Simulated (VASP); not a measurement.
Here is a VASP 6.6.1 calculation.

Contents of INCAR:

```
SYSTEM = Al
PREC = Accurate
ENCUT = 520
EDIFF = 1E-7
ISMEAR = 0
SIGMA = 0.15
LREAL = .FALSE.
LASPH = .TRUE.
NELM = 80
ALGO = Fast
ISIF = 2
LWAVE = .FALSE.
LCHARG = .FALSE.
GGA = PE
IVDW = 12
NBANDS = 10
```

The input KPOINTS:

```
Automatic mesh
0
G
  18 18 10
  0 0 0
```

POSCAR

```
Al
1.0
    2.8124553515      0.0000000000      0.0000000000
   -1.4062276757      2.4356577814      0.0000000000
    0.0000000000      0.0000000000      4.8668500000
Al
2
Direct
    0.5764999594      0.5796733588      0.7500000000
    0.3333333333      0.6666666667      0.2500000000
```

Potentials or basis: VASP PAW PBE potentials, release 64 (Al).

The run is started by

```console
$ cat potpaw_PBE.64/Al/POTCAR > POTCAR
$ mpirun -np 1 vasp_std > vasp.out
```

Estimate the pressure.

2.2 GPa.

Estimate the dispersion energy per atom.

-0.333 eV.

What does it give for the band gap on the k mesh?

Zero (band 3 reaches 11.12 eV, above the bottom of band 4 at 4.52 eV).

Estimate the largest force.

0.746 eV/Å.

Forces in eV/Å, atoms in the order of the input:
```
Al   0.719 -0.200  0.000
Al  -0.719  0.200  0.000
```

Caveat: the cell differs from its parent crystal (atom 1 (Al) moved by (-0.600, +0.600) A along x and y); pairwise dispersion overbinds metals, which lowers pressure and volume.
